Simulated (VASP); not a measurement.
A run of VASP 6.6.1 is set up as follows.

Contents of INCAR:

```
ALGO = Normal
EDIFF = 1E-6
EDIFFG = -0.005
ENCUT = 600
GGA = PE
IBRION = 2
ISIF = 3
ISMEAR = -1
LASPH = T
LCHARG = F
LREAL = F
LWAVE = F
NELM = 60
NSW = 60
PREC = Accurate
PSTRESS = 260.0
SIGMA = 0.1
```

Contents of KPOINTS:

```
k-points
0
Gamma
  17 17 9
```

The input POSCAR:

```
Si
1.0
    2.5651119778      0.0000000000      0.0000000000
   -1.2825559889      2.2214521363      0.0000000000
    0.0000000000      0.0000000000      4.1554814040
Si
2
Direct
    0.3333333333      0.6666666667      0.2500000000
    0.6666666667      0.3333333333      0.7500000000
```

Potentials or basis: VASP PAW PBE potentials, release 64 (Si).

Command:

```console
$ cat potpaw_PBE.64/Si/POTCAR > POTCAR
$ mpirun -np 1 vasp_std > vasp.out
```

Problem. Predict the relaxed volume.

Solution. 11.83 Å³/atom.

Problem. Predict the relaxed cell.

Solution. a = 2.547 Å, b = 2.547 Å, c = 4.213 Å, α = 90.00°, β = 90.00°, γ = 120.00°.

Problem. Estimate the band gap on the k mesh.

Solution. Zero (band 4 reaches 23.15 eV, above the bottom of band 5 at 9.32 eV).

Problem. Estimate the space group after relaxing (to 0.05 Å).

Solution. P6_3/mmc (No. 194).

Final structure:
```cif
data_structure
_symmetry_space_group_name_H-M 'P 1'
_symmetry_Int_Tables_number 1
_cell_length_a 2.5467
_cell_length_b 2.5467
_cell_length_c 4.2127
_cell_angle_alpha 90.000
_cell_angle_beta 90.000
_cell_angle_gamma 120.000
_cell_volume 23.66
loop_
_atom_site_label
_atom_site_type_symbol
_atom_site_fract_x
_atom_site_fract_y
_atom_site_fract_z
_atom_site_occupancy
Si1 Si 0.33333 0.66667 0.25000 1
Si2 Si 0.66667 0.33333 0.75000 1
```

Caveat: the cell is relaxed towards a set pressure, so the enthalpy falls and the energy may rise.
